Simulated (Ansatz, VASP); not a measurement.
**Two plane-wave programs on Al3B2W**

Contents of INCAR:

```
SYSTEM = Al3B2W
ALGO = Fast ; EDIFF = 1E-7
EDIFFG = -0.08 ; ENCUT = 600
GGA = PE ; IBRION = 2
ISIF = 3 ; ISMEAR = 0
LASPH = .TRUE. ; LCHARG = .FALSE.
LREAL = .FALSE. ; LWAVE = .FALSE.
NELM = 60 ; NSW = 36
PREC = Accurate ; SIGMA = 0.2
```

File KPOINTS:

```
k-points
0
G
  6 6 3
  0 0 0
```

The input POSCAR:

```
Al3B2W
1.0
    3.8955775800     -1.4199691000      0.0000000000
    3.8955775800      1.4199691000      0.0000000000
   -3.3425624300      0.0000000000      5.8265301300
Al B W
3 2 1
Direct
    0.5996440100      0.5996440100      0.8902890100
    0.4067440000      0.4067440000      0.1086980000
    0.1342490000      0.1342490000      0.5256720200
    0.8463330300      0.8463330300      0.7929999800
    0.1631110000      0.1631110000      0.2110220000
    0.8499190200      0.8499190200      0.4713189900
```

Input for Ansatz:

```yaml
crystal:
  lattice:
    - [3.89557758, -1.4199691, 0.0]
    - [3.89557758, 1.4199691, 0.0]
    - [-3.34256243, 0.0, 5.82653013]
  atoms:
    - { symbol: Al, position: [0.59964401, 0.59964401, 0.89028901] }
    - { symbol: Al, position: [0.406744, 0.406744, 0.108698] }
    - { symbol: Al, position: [0.134249, 0.134249, 0.52567202] }
    - { symbol: B, position: [0.84633303, 0.84633303, 0.79299998] }
    - { symbol: B, position: [0.163111, 0.163111, 0.211022] }
    - { symbol: W, position: [0.84991902, 0.84991902, 0.47131899] }
basis:
  ecutwfc: 420
kpoints:
  mp_grid: { grid: [6, 6, 3] }
hamiltonian:
  xc: pbe
scf:
  occupations: { method: gaussian, width: 0.2 }
  lower_state_search: "off"
output:
  forces: true
  stress: true
  eigenvalues: true
relax:
  adjacent_minimum: "off"
  f_tol: 0.08
  max_steps: 16
  cell: { stress_tol: 0.8 }
```

Change from the starting cell: species swapped into the Mo2As3P type (Cm, No. 8).

Alike in both runs: task relaxation of cell and atoms; functional PBE; k mesh 6 × 6 × 3; occupations gaussian, width 0.2 eV; no spin polarisation.

|  | VASP | Ansatz |
| --- | --- | --- |
| version | VASP 6.6.1 | Ansatz 0.2.0 |
| potentials or method | VASP PAW PBE potentials, release 64 (Al, B, W_sv), cutoff 600 eV | scalar-relativistic, plane waves, PAW |
| valence electrons in the cell | 29 | 29 |

VASP gave:

```
gap on the k mesh at the Fermi level, each at its own relaxed structure (eV) : none
relaxed volume (Å³/atom)                                                     : 12.11
relaxed cell length with the largest relative difference (Å)                 : 6.253
```

Estimate Ansatz's values.

gap on the k mesh at the Fermi level, each at its own relaxed structure (eV): none; relaxed volume (Å³/atom): 12.10; relaxed cell length with the largest relative difference (Å): 6.247.

A gap of «none» marks a metal or a gap that the smearing closes.

The k mesh is coarse, so the values compare programs but aren't converged. Neither program's run includes spin-orbit coupling.
